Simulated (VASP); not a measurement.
# B3H7N3 in VASP: notebook

Runs on B3H7N3. Level: PBE. Tasks: single point.

All numbers are computed with VASP 6.6.1; they aren't measurements. Logs are shortened: lines on timing, memory, paths and dates and some standing lists are left out, and cuts for length are marked.

## Step 1: The cell of the first run

The cell holds a wire with vacuum, 26 atoms: a = 14.800 Å, b = 15.100 Å, c = 3.625 Å, α = 90.00°, β = 90.00°, γ = 90.00°.

## Step 2: Single point, PBE

INCAR

```
PREC     = Accurate       # precision mode
ENCUT    = 520            # plane-wave cutoff, eV
EDIFF    = 1E-6           # SCF threshold, eV
ISMEAR   = 0              # smearing method
SIGMA    = 0.05           # smearing width, eV
LREAL    = Auto         
LASPH    = T              # aspherical terms in the spheres
NELM     = 80             # most SCF steps
ALGO     = Normal         # electronic algorithm
ISIF     = 2              # what is computed and relaxed
LWAVE    = F              # write WAVECAR
LCHARG   = F              # write CHGCAR
GGA      = PE             # functional
NBANDS   = 50             # bands
```

KPOINTS

```
Automatic mesh
0
Gamma
  1 1 9
```

POSCAR

```
B3H7N3
1.0
   14.8000000000      0.0000000000      0.0000000000
    0.0000000000     15.1000000000      0.0000000000
    0.0000000000      0.0000000000      3.6246970245
B N H
6 6 14
Direct
    0.5272981321      0.5267557851      0.0000000000
    0.5272981321      0.4067327048      0.5000000000
    0.5272981321      0.6467788654      0.5000000000
    0.4048421515      0.5267557851      0.5000000000
    0.6497541127      0.5267557851      0.5000000000
    0.4048421515      0.4067327048      0.0000000000
    0.5885261224      0.5867673253      0.2500000000
    0.3436141613      0.4667442450      0.7500000000
    0.5885261224      0.4667442450      0.7500000000
    0.4660701418      0.3467211647      0.7500000000
    0.4660701418      0.5867673253      0.7500000000
    0.4660701418      0.4667442450      0.2500000000
    0.6283164788      0.6257671448      0.0875320004
    0.5737202146      0.3612329154      0.3104540005
    0.5737202146      0.6922786548      0.6895459995
    0.4808760497      0.6922786548      0.3104540005
    0.3038238049      0.5057440645      0.9124679996
    0.3038238049      0.4277444255      0.5875320004
    0.6283164788      0.4277444255      0.9124679996
    0.3584200691      0.5722555745      0.3104540005
    0.6961761951      0.5722555745      0.6895459995
    0.6961761951      0.4812559957      0.3104540005
    0.5058604982      0.3077213452      0.9124679996
    0.4262797854      0.3077213452      0.5875320004
    0.4262797854      0.6257671448      0.9124679996
    0.3584200691      0.3612329154      0.1895459995
```

Potentials or basis: VASP PAW PBE potentials, release 64 (B, N, H).

Command:

```bash
cat potpaw_PBE.64/B/POTCAR potpaw_PBE.64/N/POTCAR potpaw_PBE.64/H/POTCAR > POTCAR
mpirun -np 1 vasp_std > vasp.out
```

OUTCAR:

```text
PREC = Accurate
   ENCUT = 520
   EDIFF = 1E-6
   ISMEAR = 0
   LREAL = Auto
   LASPH = T
   NELM = 80
   ISIF = 2
   GGA = PE

 ion  position               nearest neighbor table
   1  0.527  0.527  0.000-   9 1.57  12 1.57  11 1.57   7 1.57
   2  0.527  0.407  0.500-  14 1.19  10 1.57  12 1.57   9 1.57
   3  0.527  0.647  0.500-  16 1.19  15 1.19   7 1.57  11 1.57
   4  0.405  0.527  0.500-  20 1.19   8 1.57  12 1.57  11 1.57
   5  0.650  0.527  0.500-  21 1.19  22 1.19   9 1.57   7 1.57
   6  0.405  0.407  0.000-  26 1.19  10 1.57   8 1.57  12 1.57
   7  0.589  0.587  0.250-  13 1.02   3 1.57   1 1.57   5 1.57
   8  0.344  0.467  0.750-  17 1.02  18 1.02   4 1.57   6 1.57
   9  0.589  0.467  0.750-  19 1.02   1 1.57   5 1.57   2 1.57
  10  0.466  0.347  0.750-  23 1.02  24 1.02   2 1.57   6 1.57
  11  0.466  0.587  0.750-  25 1.02   3 1.57   1 1.57   4 1.57
  12  0.466  0.467  0.250-   1 1.57   4 1.57   2 1.57   6 1.57
  13  0.628  0.626  0.088-   7 1.02
  14  0.574  0.361  0.310-   2 1.19
  15  0.574  0.692  0.690-   3 1.19
  16  0.481  0.692  0.310-   3 1.19
  17  0.304  0.506  0.912-   8 1.02
  18  0.304  0.428  0.588-   8 1.02
  19  0.628  0.428  0.912-   9 1.02
  20  0.358  0.572  0.310-   4 1.19
  21  0.696  0.572  0.690-   5 1.19
  22  0.696  0.481  0.310-   5 1.19
  23  0.506  0.308  0.912-  10 1.02
  24  0.426  0.308  0.588-  10 1.02
  25  0.426  0.626  0.912-  11 1.02
  26  0.358  0.361  0.190-   6 1.19

  LATTYP: Found a simple orthorhombic cell.
 ALAT       =     3.6246970245
 B/A-ratio  =     4.0830998839
 C/A-ratio  =     4.1658654221

  Lattice vectors:

 A1 = (   0.0000000000,   0.0000000000,   3.6246970245)
 A2 = (  14.8000000000,   0.0000000000,   0.0000000000)
 A3 = (   0.0000000000,  15.1000000000,   0.0000000000)

Analysis of symmetry for initial positions (statically):
=====================================================================
 Subroutine PRICEL returns:
 Original cell was already a primitive cell.

 Routine SETGRP: Setting up the symmetry group for a
 simple orthorhombic supercell.

 Subroutine GETGRP returns: Found  1 space group operations
 (whereof  1 operations were pure point group operations)
 out of a pool of  8 trial point group operations.

The static configuration has the point symmetry C_1 .

Analysis of symmetry for dynamics (positions and initial velocities):
=====================================================================
 Subroutine PRICEL returns:
 Original cell was already a primitive cell.

 Routine SETGRP: Setting up the symmetry group for a
 simple orthorhombic supercell.

 Subroutine GETGRP returns: Found  1 space group operations
 (whereof  1 operations were pure point group operations)
 out of a pool of  8 trial point group operations.

The dynamic configuration has the point symmetry C_1 .

 Subroutine INISYM returns: Found  1 space group operations
 (whereof  1 operations are pure point group operations),
 and found     1 'primitive' translations

----------------------------------------------------------------------------------------

                                     Primitive cell

  volume of cell :     810.0473

  direct lattice vectors                    reciprocal lattice vectors
    14.800000000  0.000000000  0.000000000     0.067567568  0.000000000  0.000000000
     0.000000000 15.100000000  0.000000000     0.000000000  0.066225166  0.000000000
     0.000000000  0.000000000  3.624697025     0.000000000  0.000000000  0.275885127

  length of vectors
    14.800000000 15.100000000  3.624697025     0.067567568  0.066225166  0.275885127

  position of ions in fractional coordinates (direct lattice)
     0.527298132  0.526755785  0.000000000
     0.527298132  0.406732705  0.500000000
     0.527298132  0.646778865  0.500000000
     0.404842151  0.526755785  0.500000000
     0.649754113  0.526755785  0.500000000
     0.404842151  0.406732705  0.000000000
[... 18 lines left out ...]
     0.426279785  0.625767145  0.912468000
     0.358420069  0.361232915  0.189545999

  ion indices of the primitive-cell ions
   primitive index   ion index
                 1           1
                 2           2
                 3           3
                 4           4
                 5           5
                 6           6
[... 18 lines left out ...]
                25          25
                26          26

----------------------------------------------------------------------------------------

 KPOINTS: Automatic mesh

Automatic generation of k-mesh.
 Grid dimensions read from file:
 generate k-points for:    1    1    9

 Generating k-lattice:

  Cartesian coordinates                     Fractional coordinates (reciprocal lattice)
     0.067567568  0.000000000  0.000000000     1.000000000  0.000000000  0.000000000
     0.000000000  0.066225166  0.000000000     0.000000000  1.000000000  0.000000000
     0.000000000  0.000000000  0.030653903     0.000000000  0.000000000  0.111111111

  Length of vectors
     0.067567568  0.066225166  0.030653903

  Shift w.r.t. Gamma in fractional coordinates (k-lattice)
     0.000000000  0.000000000  0.000000000

 Subroutine IBZKPT returns following result:
 ===========================================

 Found      5 irreducible k-points:

 Following reciprocal coordinates:
            Coordinates               Weight
  0.000000  0.000000  0.000000      1.000000
  0.000000  0.000000  0.111111      2.000000
  0.000000  0.000000  0.222222      2.000000
  0.000000  0.000000  0.333333      2.000000
  0.000000  0.000000  0.444444      2.000000
   k-points           NKPTS =      5   k-points in BZ     NKDIM =      5   number of bands    NBANDS=     50
   number of dos      NEDOS =    301   number of ions     NIONS =     26
   total plane-waves  NPLWV = 351232
   dimension x,y,z NGX =   112 NGY =  112 NGZ =   28
   dimension x,y,z NGXF=   224 NGYF=  224 NGZF=   56
   ions per type =               6   6  14
   NGX,Y,Z   is equivalent  to a cutoff of  12.58, 12.33, 12.84 a.u.
   NGXF,Y,Z  is equivalent  to a cutoff of  25.16, 24.66, 25.68 a.u.
 SYSTEM =  unknown system
   PREC   = accura    normal or accurate (medium, high low for compatibility)
   ISTART =      0    job   : 0-new  1-cont  2-samecut
   ICHARG =      2    charge: 1-file 2-atom 10-const
   ISPIN  =      1    spin polarized calculation?
   LNONCOLLINEAR =      F non collinear calculations
   LSORBIT =      F    spin-orbit coupling
   LASPH  =      T    aspherical Exc in radial PAW
   ENCUT  =  520.0 eV  38.22 Ry    6.18 a.u.  27.52 28.08  6.74*2*pi/ulx,y,z
   NELM   =     80;   NELMIN=  2; NELMDL= -5     # of ELM steps
   EDIFF  = 0.1E-05   stopping-criterion for ELM
   LREAL  =      T    real-space projection
   EDIFFG = 0.1E-04   stopping-criterion for IOM
   NSW    =      0    number of steps for IOM
   IBRION =     -1    ionic relax: 0-MD 1-quasi-New 2-CG
   NFREE  =      0    steps in history (QN), initial steepest desc. (CG)
   ISIF   =      2    stress and relaxation
   ISYM   =      2    0-nonsym 1-usesym 2-fastsym
   POTIM  = 0.5000    time-step for ionic-motion
   TEBEG  =    0.0;   TEEND  =   0.0 temperature during run
   PSTRESS=    0.0 pullay stress
   NELECT =      62.0000    total number of electrons
   NUPDOWN=      -1.0000    fix difference up-down
   EMIN   =  10.00;   EMAX   =-10.00  energy-range for DOS
   EFERMI =   0.00;   METHOD = LEGACY
   ISMEAR =     0;   SIGMA  =   0.05  broadening in eV -4-tet -1-fermi 0-gaus
   EFERMI_NEDOS =   21; number of points for ismear=-14 and -15
   IALGO  =     38    algorithm
   IMIX   =      4    mixing-type and parameters
     AMIX     =   0.40;   BMIX     =  1.00
     AMIX_MAG =   1.60;   BMIX_MAG =  1.00
  volume/ion in A,a.u.               =      31.16       210.25
  Fermi-wavevector in a.u.,A,eV,Ry     =   0.695081  1.313512  6.573482  0.483137
  Thomas-Fermi vector in A             =   1.777753
   LORBIT       =      0    0 simple, 1 ext, 2 COOP (PROOUT), +10 PAW based schemes
   GGA     = PE    functional components
   LHFCALC =     F    Hartree Fock is set to
   AEXX    =    0.0000 exact exchange contribution
   IVDW    =     0    specifies the selected vdW correction
   LEPSILON=     F    determine dielectric tensor
   LRPA    =     F    only Hartree local field effects (RPA)
 non-spin polarized calculation
 Gauss-broadening in eV      SIGMA  =   0.05
  energy-cutoff  :      520.00
  volume of cell :      810.05
 maximum number of plane-waves:     21862
 NGX is ok and might be reduce to   112
   NGX = 55   NGY = 57   NGZ = 13

 number of electron      61.9999991 magnetization

 Free energy of the ion-electron system (eV)
  ---------------------------------------------------
  ext. energy  EPLUGINS =         0.00000000
  ---------------------------------------------------
  free energy    TOTEN  =      -150.10364010 eV

  energy without entropy =     -150.10364010  energy(sigma->0) =     -150.10364010

 E-fermi :  -3.4633     XC(G=0):  -2.5484

 val. band max:       -3.7644869103   @ k =   0.0000   0.0000   0.0000
 cond. band min:      -0.7645152127   @ k =   0.0000   0.0000   0.0000
 fundamental gap:      2.9999716976
 Fermi energy:        -3.4633168939

 k-point     1 :       0.0000    0.0000    0.0000
  band No.  band energies     occupation
      1     -23.2898      2.00000
      2     -22.1335      2.00000
      3     -21.4445      2.00000
      4     -19.7869      2.00000
      5     -19.4167      2.00000
      6     -18.5368      2.00000
[... 35 lines left out ...]
     42       2.5257      0.00000
     43       2.6196      0.00000

 k-point     2 :       0.0000    0.0000    0.1111
  band No.  band energies     occupation
      1     -23.2306      2.00000
      2     -22.1090      2.00000
      3     -21.3886      2.00000
      4     -19.7542      2.00000
      5     -19.4356      2.00000
      6     -18.6156      2.00000
[... 35 lines left out ...]
     42       2.6450      0.00000
     43       2.7914      0.00000

 k-point     3 :       0.0000    0.0000    0.2222
  band No.  band energies     occupation
      1     -23.0685      2.00000
      2     -22.0457      2.00000
      3     -21.2280      2.00000
      4     -19.6681      2.00000
      5     -19.5403      2.00000
      6     -18.8003      2.00000
[... 35 lines left out ...]
     42       3.0031      0.00000
     43       3.1243      0.00000

 k-point     4 :       0.0000    0.0000    0.3333
  band No.  band energies     occupation
      1     -22.8562      2.00000
      2     -21.9712      2.00000
      3     -20.9808      2.00000
      4     -19.8266      2.00000
      5     -19.5640      2.00000
      6     -18.9508      2.00000
[... 35 lines left out ...]
     42       3.4012      0.00000
     43       3.6152      0.00000

 k-point     5 :       0.0000    0.0000    0.4444
  band No.  band energies     occupation
      1     -22.6951      2.00000
      2     -21.9209      2.00000
      3     -20.6705      2.00000
      4     -20.2261      2.00000
      5     -19.4919      2.00000
      6     -19.0149      2.00000
[... 35 lines left out ...]
     42       3.8690      0.00000
     43       4.0515      0.00000
 [bands above 43 left out]

------------------------ aborting loop because EDIFF is reached ----------------------------------------

  FORCE on cell =-STRESS in cart. coord.  units (eV):
  Direction    XX          YY          ZZ          XY          YZ          ZX
  --------------------------------------------------------------------------------------
  -------------------------------------------------------------------------------------
  Total        3.7515643      3.7468384      9.1654431      0.1107951     -1.6084345     -1.6189656
  in kB        7.4201487      7.4108013     18.1281578      0.2191395     -3.1812925     -3.2021217
  external PRESSURE =      10.9863693 kB  Pullay stress =       0.0000000 kB

 VOLUME and BASIS-vectors are now :
 -----------------------------------------------------------------------------
  energy-cutoff  :      520.00
  volume of cell :      810.05
      direct lattice vectors                 reciprocal lattice vectors
    14.800000000  0.000000000  0.000000000     0.067567568  0.000000000  0.000000000
     0.000000000 15.100000000  0.000000000     0.000000000  0.066225166  0.000000000
     0.000000000  0.000000000  3.624697025     0.000000000  0.000000000  0.275885127

 POSITION                                       TOTAL-FORCE (eV/Angst)
 -----------------------------------------------------------------------------------
      7.80401      7.95401      0.00000         0.920375      0.925310      0.308674
      7.80401      6.14166      1.81235         0.754097      0.771045      0.027609
      7.80401      9.76636      1.81235         0.334140      0.501511     -0.293162
      5.99166      7.95401      1.81235         0.770819      0.757501      0.028163
      9.61636      7.95401      1.81235         0.497116      0.336646     -0.293285
      5.99166      6.14166      0.00000         0.435946      0.443805      0.615482
[... 18 lines left out ...]
      6.30894      9.44908      3.30742         0.236063      0.254478      0.097579
      5.30462      5.45462      0.68705        -0.641790     -0.643035      0.243405
 -----------------------------------------------------------------------------------
    total drift:                               -0.000781      0.001390     -0.000005

  FREE ENERGIE OF THE ION-ELECTRON SYSTEM (eV)
  ---------------------------------------------------
  free  energy   TOTEN  =      -150.1036401022 eV

  energy  without entropy=     -150.1036401022  energy(sigma->0) =     -150.10364010
```

Wall time 5.8 min (1 thread of Intel Xeon 6975P-C (Granite Rapids), shared host); peak memory 0.73 GiB.

What came out:

* Free energy: -150.1036 eV
* Largest force: 1.847 eV/Å
* Band gap on the k mesh: 3.00 eV, direct

Forces on the atoms (eV/Å):
```
B    0.920  0.925  0.309
B    0.754  0.771  0.028
B    0.334  0.502 -0.293
B    0.771  0.758  0.028
B    0.497  0.337 -0.293
B    0.436  0.444  0.615
N   -1.123 -1.128  0.826
N    0.337 -0.531  0.034
N   -1.642 -0.074 -0.837
N   -0.528  0.335  0.033
N   -0.072 -1.645 -0.835
N   -0.615 -0.620  0.296
H   -0.011 -0.010 -0.058
H    0.395 -0.710 -0.181
H    0.308  0.448  0.277
H   -0.574  0.509 -0.303
H   -0.105  0.067  0.046
H   -0.259  0.013  0.015
H    0.254  0.237  0.098
H   -0.708  0.393 -0.180
H    0.449  0.307  0.277
H    0.511 -0.576 -0.304
H    0.066 -0.104  0.047
H    0.012 -0.258  0.014
H    0.236  0.254  0.098
H   -0.642 -0.643  0.243
```

Levels at points of the mesh, in eV from the valence-band top:
```
           k point  band 28  band 29  band 30  band 31  band 32  band 33  band 34  band 35
(0.00, 0.00, 0.00)    -1.60    -1.13    -0.13     0.00     3.00     3.48     4.28     4.82
```

[end of part 1 of 2]
